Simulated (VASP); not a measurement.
# LiF (P6_3mc) in VASP: further runs

The runs below take LiF through single point, with HSE06.

Everything below comes from runs of VASP 6.6.1. Logs are shortened: lines on timing, memory, paths and dates and some standing lists are left out, and cuts for length are marked.

### Step 1. The cell of the first run

The structure is hexagonal, space group P6_3mc (No. 186). Conventional cell: a = 2.978 Å, b = 2.978 Å, c = 4.625 Å, α = 90.00°, β = 90.00°, γ = 120.00°. Within 2.4 Å of Li (site symmetry 3m) lie 4 F at 1.79 to 1.81 Å. Within 2.4 Å of F (site symmetry 3m) lie 4 Li at 1.79 to 1.81 Å.

### Step 2. Single point, HSE06 (strain -3.3%)

POSCAR reads:

```
LiF
1.0
    2.9781448060      0.0000000000      0.0000000000
   -1.4890724030      2.5791490581      0.0000000000
    0.0000000000      0.0000000000      4.6254070421
Li F
2 2
Direct
    0.3333333333      0.6666666667      0.3830181498
    0.6666666667      0.3333333333      0.8830181498
    0.3333333333      0.6666666667      0.9919798502
    0.6666666667      0.3333333333      0.4919798502
```

INCAR.step1 reads:

```
SYSTEM = LiF
  PREC = Accurate
  ENCUT = 520
  EDIFF = 1E-5
  ISMEAR = 0
  SIGMA = 0.01
  LREAL = .FALSE.
  LASPH = .TRUE.
  NELM = 80
  ALGO = Normal
  ISIF = 2
  LWAVE = .TRUE.
  LCHARG = .FALSE.
  GGA = PE
  NBANDS = 18
```

INCAR.step2 reads:

```
SYSTEM = LiF
  PREC = Accurate
  ENCUT = 520
  EDIFF = 1E-6
  ISMEAR = 0
  SIGMA = 0.01
  LREAL = .FALSE.
  LASPH = .TRUE.
  NELM = 80
  ALGO = Normal
  ISIF = 2
  LWAVE = .FALSE.
  LCHARG = .FALSE.
  GGA = PE
  LHFCALC = .TRUE.
  HFSCREEN = 0.2079
  PRECFOCK = Normal
  ISTART = 1
  NBANDS = 18
```

KPOINTS reads:

```
Automatic mesh
0
G
  6 6 4
  0 0 0
```

Potentials or basis: VASP PAW PBE potentials, release 64 (Li_sv, F).

Launch:

```
$ cat potpaw_PBE.64/Li_sv/POTCAR potpaw_PBE.64/F/POTCAR > POTCAR
$ cp INCAR.step1 INCAR
$ mpirun -np 1 vasp_std > vasp.out
$ cp INCAR.step2 INCAR
$ mpirun -np 1 vasp_std > vasp.out
```

OUTCAR:

```text
SYSTEM = LiF
   PREC = Accurate
   ENCUT = 520
   EDIFF = 1E-6
   ISMEAR = 0
   LREAL = .FALSE.
   LASPH = .TRUE.
   NELM = 80
   ISIF = 2
   GGA = PE
   LHFCALC = .TRUE.
   HFSCREEN = 0.2079
   PRECFOCK = Normal
   ISTART = 1

 ion  position               nearest neighbor table
   1  0.333  0.667  0.383-   4 1.79   4 1.79   4 1.79   3 1.81
   2  0.667  0.333  0.883-   3 1.79   3 1.79   3 1.79   4 1.81
   3  0.333  0.667  0.992-   2 1.79   2 1.79   2 1.79   1 1.81
   4  0.667  0.333  0.492-   1 1.79   1 1.79   1 1.79   2 1.81

  LATTYP: Found a hexagonal cell.
 ALAT       =     2.9781448060
 C/A-ratio  =     1.5531169045

  Lattice vectors:

 A1 = (   2.9781448060,   0.0000000000,   0.0000000000)
 A2 = (  -1.4890724030,   2.5791490581,   0.0000000000)
 A3 = (   0.0000000000,   0.0000000000,   4.6254070421)

Analysis of symmetry for initial positions (statically):
=====================================================================
 Subroutine PRICEL returns:
 Original cell was already a primitive cell.

 Routine SETGRP: Setting up the symmetry group for a
 hexagonal supercell.

 Subroutine GETGRP returns: Found 12 space group operations
 (whereof  6 operations were pure point group operations)
 out of a pool of 24 trial point group operations.

The static configuration has the point symmetry C_3v.
 The point group associated with its full space group is C_6v.

Analysis of symmetry for dynamics (positions and initial velocities):
=====================================================================
 Subroutine PRICEL returns:
 Original cell was already a primitive cell.

 Routine SETGRP: Setting up the symmetry group for a
 hexagonal supercell.

 Subroutine GETGRP returns: Found 12 space group operations
 (whereof  6 operations were pure point group operations)
 out of a pool of 24 trial point group operations.

The dynamic configuration has the point symmetry C_3v.
 The point group associated with its full space group is C_6v.

 Subroutine INISYM returns: Found 12 space group operations
 (whereof  6 operations are pure point group operations),
 and found     1 'primitive' translations

----------------------------------------------------------------------------------------

                                     Primitive cell

  volume of cell :      35.5281

  direct lattice vectors                    reciprocal lattice vectors
     2.978144806  0.000000000  0.000000000     0.335779509  0.193862390  0.000000000
    -1.489072403  2.579149058  0.000000000     0.000000000  0.387724780  0.000000000
     0.000000000  0.000000000  4.625407042     0.000000000  0.000000000  0.216197189

  length of vectors
     2.978144806  2.978144806  4.625407042     0.387724780  0.387724780  0.216197189

  position of ions in fractional coordinates (direct lattice)
     0.333333333  0.666666667  0.383018150
     0.666666667  0.333333333  0.883018150
     0.333333333  0.666666667  0.991979850
     0.666666667  0.333333333  0.491979850

  ion indices of the primitive-cell ions
   primitive index   ion index
                 1           1
                 2           2
                 3           3
                 4           4

----------------------------------------------------------------------------------------

 KPOINTS: Automatic mesh

Automatic generation of k-mesh.
 Grid dimensions read from file:
 generate k-points for:    6    6    4

 Generating k-lattice:

  Cartesian coordinates                     Fractional coordinates (reciprocal lattice)
     0.055963251  0.032310398  0.000000000     0.166666667 -0.000000000  0.000000000
     0.000000000  0.064620797  0.000000000     0.000000000  0.166666667  0.000000000
     0.000000000  0.000000000  0.054049297     0.000000000  0.000000000  0.250000000

  Length of vectors
     0.064620797  0.064620797  0.054049297

  Shift w.r.t. Gamma in fractional coordinates (k-lattice)
     0.000000000  0.000000000  0.000000000

 Subroutine IBZKPT returns following result:
 ===========================================

 Found     21 irreducible k-points:

 Following reciprocal coordinates:
            Coordinates               Weight
  0.000000  0.000000  0.000000      1.000000
  0.166667 -0.000000  0.000000      6.000000
  0.333333  0.000000  0.000000      6.000000
  0.500000  0.000000  0.000000      3.000000
  0.166667  0.166667  0.000000      6.000000
  0.333333  0.166667  0.000000     12.000000
[... 13 lines left out ...]
  0.333333  0.166667  0.500000     12.000000
  0.333333  0.333333  0.500000      2.000000
   k-points           NKPTS =     21   k-points in BZ     NKDIM =    144   number of bands    NBANDS=     18
   number of dos      NEDOS =    301   number of ions     NIONS =      4
   total plane-waves  NPLWV =  20736
   dimension x,y,z NGX =    24 NGY =   24 NGZ =   36
   dimension x,y,z NGXF=    48 NGYF=   48 NGZF=   72
   ions per type =               2   2
   NGX,Y,Z   is equivalent  to a cutoff of  13.40, 13.40, 12.94 a.u.
   NGXF,Y,Z  is equivalent  to a cutoff of  26.79, 26.79, 25.88 a.u.
 SYSTEM =  LiF
   PREC   = accura    normal or accurate (medium, high low for compatibility)
   ISTART =      1    job   : 0-new  1-cont  2-samecut
   ICHARG =      0    charge: 1-file 2-atom 10-const
   ISPIN  =      1    spin polarized calculation?
   LNONCOLLINEAR =      F non collinear calculations
   LSORBIT =      F    spin-orbit coupling
   LASPH  =      T    aspherical Exc in radial PAW
   ENCUT  =  520.0 eV  38.22 Ry    6.18 a.u.   5.54  5.54  8.60*2*pi/ulx,y,z
   NELM   =     80;   NELMIN=  2; NELMDL=  0     # of ELM steps
   EDIFF  = 0.1E-05   stopping-criterion for ELM
   LREAL  =      F    real-space projection
   EDIFFG = 0.1E-04   stopping-criterion for IOM
   NSW    =      0    number of steps for IOM
   IBRION =     -1    ionic relax: 0-MD 1-quasi-New 2-CG
   NFREE  =      0    steps in history (QN), initial steepest desc. (CG)
   ISIF   =      2    stress and relaxation
   ISYM   =      3    0-nonsym 1-usesym 2-fastsym
   POTIM  = 0.5000    time-step for ionic-motion
   TEBEG  =    0.0;   TEEND  =   0.0 temperature during run
   PSTRESS=    0.0 pullay stress
   NELECT =      20.0000    total number of electrons
   NUPDOWN=      -1.0000    fix difference up-down
   EMIN   =  10.00;   EMAX   =-10.00  energy-range for DOS
   EFERMI =   0.00;   METHOD = LEGACY
   ISMEAR =     0;   SIGMA  =   0.01  broadening in eV -4-tet -1-fermi 0-gaus
   EFERMI_NEDOS =   21; number of points for ismear=-14 and -15
   IALGO  =     38    algorithm
   IMIX   =      1    mixing-type and parameters
     AMIX     =   0.40;   BMIX     =  1.00
     AMIX_MAG =   1.60;   BMIX_MAG =  1.00
  volume/ion in A,a.u.               =       8.88        59.94
  Fermi-wavevector in a.u.,A,eV,Ry     =   1.351743  2.554424 24.860685  1.827209
  Thomas-Fermi vector in A             =   2.479139
   LORBIT       =      0    0 simple, 1 ext, 2 COOP (PROOUT), +10 PAW based schemes
   GGA     = PE    functional components
   LHFCALC =     T    Hartree Fock is set to
   PRECFOCK=normal    Normal, Fast or Accurate (Low or Medium for compatibility)
   ENCUT4O =  -1.0   cutoff for four orbital integrals eV
   NKREDX  =     1    reduce k-point grid by
   NKREDY  =     1    reduce k-point grid by
   NKREDZ  =     1    reduce k-point grid by
   AEXX    =    0.2500 exact exchange contribution
   HFSCREEN=    0.2079 screening length (either q_TF or 0.3 A-1)
   HFSCREENC=   0.2079 screening length for correlation (either q_TF or 0.3 A-1)
   ENCUTFOCK=  -1.0 apply spherical cutoff to Coloumb kernel
   IVDW    =     0    specifies the selected vdW correction
   LEPSILON=     F    determine dielectric tensor
   LRPA    =     F    only Hartree local field effects (RPA)
 non-spin polarized calculation
 Gauss-broadening in eV      SIGMA  =   0.01
  energy-cutoff  :      520.00
  volume of cell :       35.53
 maximum number of plane-waves:      1002
 NGX is ok and might be reduce to    24
  NGX = 18; NGY = 18; NGZ = 28

 number of electron      20.0000004 magnetization

 Free energy of the ion-electron system (eV)
  ---------------------------------------------------
  ext. energy  EPLUGINS =         0.00000000
  ---------------------------------------------------
  free energy    TOTEN  =       -22.64386050 eV

  energy without entropy =      -22.64386050  energy(sigma->0) =      -22.64386050

 E-fermi :  -3.5200     XC(G=0):  -7.6588

 val. band max:       -3.6084148721   @ k =   0.0000   0.0000   0.0000
 cond. band min:       7.0062245445   @ k =   0.0000   0.0000   0.0000
 fundamental gap:     10.6146394166
 Fermi energy:        -3.5199869596

 k-point     1 :       0.0000    0.0000    0.0000
  band No.  band energies     occupation
      1     -45.8271      2.00000
      2     -45.7548      2.00000
      3     -24.8549      2.00000
      4     -24.5389      2.00000
      5      -6.2610      2.00000
      6      -4.2439      2.00000
[... 10 lines left out ...]
     17      19.5847      0.00000
     18      20.5211      0.00000

 k-point     2 :       0.1667   -0.0000    0.0000
  band No.  band energies     occupation
      1     -45.8130      2.00000
      2     -45.7495      2.00000
      3     -24.8132      2.00000
      4     -24.5345      2.00000
      5      -6.1012      2.00000
      6      -4.5791      2.00000
[... 10 lines left out ...]
     17      19.9437      0.00000
     18      20.0475      0.00000

 k-point     3 :       0.3333    0.0000    0.0000
  band No.  band energies     occupation
      1     -45.7823      2.00000
      2     -45.7412      2.00000
      3     -24.7154      2.00000
      4     -24.5371      2.00000
      5      -5.8796      2.00000
      6      -5.1617      2.00000
[... 349 lines left out ...]
 k-point    20 :       0.3333    0.1667    0.5000
  band No.  band energies     occupation
      1     -45.7519      2.00000
      2     -45.7519      2.00000
      3     -24.6064      2.00000
      4     -24.6064      2.00000
      5      -5.6389      2.00000
      6      -5.6389      2.00000
[... 10 lines left out ...]
     17      20.5046      0.00000
     18      20.5046      0.00000

 k-point    21 :       0.3333    0.3333    0.5000
  band No.  band energies     occupation
      1     -45.7471      2.00000
      2     -45.7471      2.00000
      3     -24.5927      2.00000
      4     -24.5927      2.00000
      5      -5.5435      2.00000
      6      -5.5435      2.00000
[... 10 lines left out ...]
     17      21.5135      0.00000
     18      21.5135      0.00000

------------------------ aborting loop because EDIFF is reached ----------------------------------------

  FORCE on cell =-STRESS in cart. coord.  units (eV):
  Direction    XX          YY          ZZ          XY          YZ          ZX
  --------------------------------------------------------------------------------------
  -------------------------------------------------------------------------------------
  Total        1.9840352      1.9840352      1.7965390      0.0000000      0.0000000      0.0000000
  in kB       89.4721225     89.4721225     81.0167901      0.0000000      0.0000000      0.0000000
  external PRESSURE =      86.6536784 kB  Pullay stress =       0.0000000 kB

 VOLUME and BASIS-vectors are now :
 -----------------------------------------------------------------------------
  energy-cutoff  :      520.00
  volume of cell :       35.53
      direct lattice vectors                 reciprocal lattice vectors
     2.978144806  0.000000000  0.000000000     0.335779509  0.193862390  0.000000000
    -1.489072403  2.579149058  0.000000000     0.000000000  0.387724780  0.000000000
     0.000000000  0.000000000  4.625407042     0.000000000  0.000000000  0.216197189

 POSITION                                       TOTAL-FORCE (eV/Angst)
 -----------------------------------------------------------------------------------
     -0.00000      1.71943      1.77161        -0.000000      0.000000     -0.002857
      1.48907      0.85972      4.08432         0.000000     -0.000000     -0.002857
     -0.00000      1.71943      4.58831         0.000000      0.000000      0.002857
      1.48907      0.85972      2.27561        -0.000000      0.000000      0.002857
 -----------------------------------------------------------------------------------
    total drift:                                0.000000      0.000000     -0.008655

  FREE ENERGIE OF THE ION-ELECTRON SYSTEM (eV)
  ---------------------------------------------------
  free  energy   TOTEN  =       -22.6438604954 eV

  energy  without entropy=      -22.6438604954  energy(sigma->0) =      -22.64386050
```

It took 40 min on 1 thread of AMD EPYC 7R13, shared host; peak memory 0.24 GiB.

What came out:

* Free energy: -22.6439 eV
* Band gap on the k mesh: 10.61 eV

Forces on the atoms (eV/Å):
```
Li   0.000  0.000 -0.003
Li   0.000  0.000 -0.003
F    0.000  0.000  0.003
F    0.000  0.000  0.003
```

Levels at points of the mesh, in eV from the valence-band top:
| k point | band 7 | band 8 | band 9 | band 10 | band 11 | band 12 | band 13 | band 14 |
| --- | --- | --- | --- | --- | --- | --- | --- | --- |
| (0.00, 0.00, 0.00) | -0.64 | -0.23 | -0.23 | 0.00 | 10.61 | 15.27 | 18.91 | 21.81 |
| (0.50, 0.00, 0.00) | -1.29 | -1.28 | -0.67 | -0.51 | 14.10 | 15.16 | 18.19 | 18.36 |
| (0.00, 0.00, 0.50) | -0.43 | -0.43 | -0.43 | -0.43 | 12.47 | 12.47 | 21.17 | 21.17 |
| (0.50, 0.00, 0.50) | -0.91 | -0.91 | -0.70 | -0.70 | 13.99 | 13.99 | 18.28 | 18.28 |

Caveat: the cell differs from its parent crystal (strain -3.3%); the cutoff is under 1.25 times the usual one of these potentials, so pressure, stress and relaxed cells hold a basis-set (Pulay) error; the PAW data sets were made with another functional, which shifts forces and pressure a little.

### Step 3. Single point, HSE06

This run uses another cell than the first one, of 9.83 Å³/atom.

POSCAR reads:

```
LiF
1.0
    3.0810519408      0.0000000000      0.0000000000
   -1.5405259704      2.6682692511      0.0000000000
    0.0000000000      0.0000000000      4.7852338528
Li F
2 2
Direct
    0.3333333333      0.6666666667      0.3824388584
    0.6666666667      0.3333333333      0.8824388584
    0.3333333333      0.6666666667      0.9925591416
    0.6666666667      0.3333333333      0.4925591416
```

INCAR.step1 reads:

```
SYSTEM = LiF
PREC     = Accurate       ! precision mode
ENCUT    = 520            ! plane-wave cutoff, eV
EDIFF    = 1E-5           ! SCF threshold, eV
ISMEAR   = 0              ! smearing method
SIGMA    = 0.01           ! smearing width, eV
LREAL    = .FALSE.        ! projectors in reciprocal space
LASPH    = .TRUE.         ! aspherical terms in the spheres
NELM     = 60             ! most SCF steps
ALGO     = Normal         ! electronic algorithm
ISIF     = 2              ! what is computed and relaxed
LWAVE    = .TRUE.         ! write WAVECAR
LCHARG   = .FALSE.        ! write CHGCAR
GGA      = PE             ! functional
NBANDS   = 18             ! bands
```

INCAR.step2 reads:

```
SYSTEM = LiF
PREC     = Accurate       ! precision mode
ENCUT    = 520            ! plane-wave cutoff, eV
EDIFF    = 1E-7           ! SCF threshold, eV
ISMEAR   = 0              ! smearing method
SIGMA    = 0.01           ! smearing width, eV
LREAL    = .FALSE.        ! projectors in reciprocal space
LASPH    = .TRUE.         ! aspherical terms in the spheres
NELM     = 60             ! most SCF steps
ALGO     = Normal         ! electronic algorithm
ISIF     = 2              ! what is computed and relaxed
LWAVE    = .FALSE.        ! write WAVECAR
LCHARG   = .FALSE.        ! write CHGCAR
GGA      = PE             ! functional
LHFCALC  = .TRUE.         ! exact exchange
HFSCREEN = 0.2079         ! screening, 1/A
PRECFOCK = Normal       
ISTART   = 1            
NBANDS   = 18             ! bands
```

KPOINTS reads:

```
regular mesh
0
G
  6 6 4
  0 0 0
```

Potentials or basis: VASP PAW PBE potentials, release 64 (Li_sv, F).

Launch:

```
$ cat potpaw_PBE.64/Li_sv/POTCAR potpaw_PBE.64/F/POTCAR > POTCAR
$ cp INCAR.step1 INCAR
$ mpirun -np 1 vasp_std > vasp.out
$ cp INCAR.step2 INCAR
$ mpirun -np 1 vasp_std > vasp.out
```

OUTCAR:

```text
SYSTEM = LiF
   PREC = Accurate
   ENCUT = 520
   EDIFF = 1E-7
   ISMEAR = 0
   LREAL = .FALSE.
   LASPH = .TRUE.
   NELM = 60
   ISIF = 2
   GGA = PE
   LHFCALC = .TRUE.
   HFSCREEN = 0.2079
   PRECFOCK = Normal
   ISTART = 1

 ion  position               nearest neighbor table
   1  0.333  0.667  0.382-   4 1.86   4 1.86   4 1.86   3 1.87
   2  0.667  0.333  0.882-   3 1.86   3 1.86   3 1.86   4 1.87
   3  0.333  0.667  0.993-   2 1.86   2 1.86   2 1.86   1 1.87
[... 648 lines left out ...]
  Direction    XX          YY          ZZ          XY          YZ          ZX
  --------------------------------------------------------------------------------------
  -------------------------------------------------------------------------------------
  Total        0.2104833      0.2104833      0.2445928      0.0000000     -0.0000000      0.0000000
  in kB        8.5722791      8.5722791      9.9614462      0.0000000     -0.0000000      0.0000000
  external PRESSURE =       9.0353348 kB  Pullay stress =       0.0000000 kB

 VOLUME and BASIS-vectors are now :
 -----------------------------------------------------------------------------
  energy-cutoff  :      520.00
  volume of cell :       39.34
      direct lattice vectors                 reciprocal lattice vectors
     3.081051941  0.000000000  0.000000000     0.324564473  0.187387386  0.000000000
    -1.540525970  2.668269251  0.000000000     0.000000000  0.374774772  0.000000000
     0.000000000  0.000000000  4.785233853     0.000000000  0.000000000  0.208976203

 POSITION                                       TOTAL-FORCE (eV/Angst)
 -----------------------------------------------------------------------------------
     -0.00000      1.77885      1.83006         0.000000     -0.000000     -0.003793
      1.54053      0.88942      4.22268        -0.000000      0.000000     -0.003793
     -0.00000      1.77885      4.74963         0.000000      0.000000      0.003793
      1.54053      0.88942      2.35701        -0.000000     -0.000000      0.003793
 -----------------------------------------------------------------------------------
    total drift:                                0.000001      0.000001     -0.008404

  FREE ENERGIE OF THE ION-ELECTRON SYSTEM (eV)
  ---------------------------------------------------
  free  energy   TOTEN  =       -22.7594191469 eV

  energy  without entropy=      -22.7594191469  energy(sigma->0) =      -22.75941915
```

OSZICAR.step1:

```text
N       E                     dE             d eps       ncg     rms          rms(c)
DAV:   1     0.120308557306E+03    0.12031E+03   -0.10967E+04   756   0.121E+03
DAV:   2    -0.103097694419E+02   -0.13062E+03   -0.12801E+03   872   0.297E+02
DAV:   3    -0.206069101817E+02   -0.10297E+02   -0.10242E+02  1372   0.632E+01
DAV:   4    -0.206971537504E+02   -0.90244E-01   -0.90077E-01   988   0.727E+00
DAV:   5    -0.206980435530E+02   -0.88980E-03   -0.88938E-03   966   0.621E-01    0.737E+00
DAV:   6    -0.192126726766E+02    0.14854E+01   -0.39960E+00   800   0.152E+01    0.225E+00
DAV:   7    -0.192401708320E+02   -0.27498E-01   -0.12176E-01   870   0.243E+00    0.149E+00
DAV:   8    -0.192785885148E+02   -0.38418E-01   -0.60215E-02   862   0.235E+00    0.374E-01
DAV:   9    -0.192773219734E+02    0.12665E-02   -0.60010E-03  1028   0.666E-01    0.972E-02
DAV:  10    -0.192783209448E+02   -0.99897E-03   -0.13781E-03   828   0.251E-01    0.463E-02
DAV:  11    -0.192783100799E+02    0.10865E-04   -0.49287E-05  1014   0.641E-02    0.101E-02
DAV:  12    -0.192783132594E+02   -0.31794E-05   -0.77903E-06   746   0.225E-02
   1 F= -.19278313E+02 E0= -.19278313E+02  d E =-.110647-173
```

It took 52 min on 1 thread of AMD EPYC, shared host; peak memory 0.23 GiB.

Results:

```
Free energy            : -22.7594 eV
Largest force          : 0.004 eV/Å
Band gap on the k mesh : 10.00 eV
```

Forces on the atoms (eV/Å):
```
Li   0.000  0.000 -0.004
Li   0.000  0.000 -0.004
F    0.000  0.000  0.004
F    0.000  0.000  0.004
```

Caveat: the cutoff is under 1.25 times the usual one of these potentials, so pressure, stress and relaxed cells hold a basis-set (Pulay) error; the PAW data sets were made with another functional, which shifts forces and pressure a little.
